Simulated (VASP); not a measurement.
Wanted: the native input for a VASP 6.6.1 run.

* Task: single point
* Functional: PBEsol
* Potentials or basis: VASP PAW PBE potentials, release 64 (Ti_sv)
* Cutoff: 520 eV
* k mesh: 12 × 12 × 18
* Occupations: gaussian, width 0.1 eV
* Spin: no spin polarisation
* Dipole correction: no
* Further INCAR settings: ALGO = Fast; EDIFF = 1e-06; NBANDS = 25

The structure of Ti lies in POSCAR:

```
Ti
1.0
    4.5152900523      0.0000000000      0.0000000000
   -2.2576450261      3.9103558907      0.0000000000
    0.0000000000      0.0000000000      2.7708057121
Ti
3
Direct
    0.0000000000      0.0000000000      0.0000000000
    0.3333333333      0.6666666667      0.5000000000
    0.6666666667      0.3333333333      0.5000000000
```

This isn't the form of Ti at room conditions, which is hcp.

This cell differs from its parent crystal: strain along c alone, the other axes held: -1.0 %.

These files were run (other wordings do the same):

INCAR

```
  ALGO = Fast
  EDIFF = 1E-6
  ENCUT = 520
  GGA = PS
  ISIF = 2
  ISMEAR = 0
  LASPH = T
  LCHARG = F
  LREAL = F
  LWAVE = F
  NBANDS = 25
  NELM = 60
  PREC = Accurate
  SIGMA = 0.1
```

KPOINTS

```
k-points
0
Gamma
  12 12 18
```

Potentials or basis: VASP PAW PBE potentials, release 64 (Ti_sv).

Run with:

```sh
$ cat potpaw_PBE.64/Ti_sv/POTCAR > POTCAR
$ mpirun -np 1 vasp_std > vasp.out
```

Results of the run:

The pressure is 0.9 GPa. The band gap on the k mesh is zero (bands 18 and 19 overlap by 0.33 eV).

Caveat: the cell differs from its parent crystal (strain along c alone, the other axes held: -1.0 %); the PAW data sets were made with another functional, which shifts forces and pressure a little.

It took 19 min on 1 thread of Intel(R) Xeon(R) Platinum 8259CL CPU @ 2.50GHz (Skylake/Cascade Lake) (shared host), peak memory 0.3 GiB.
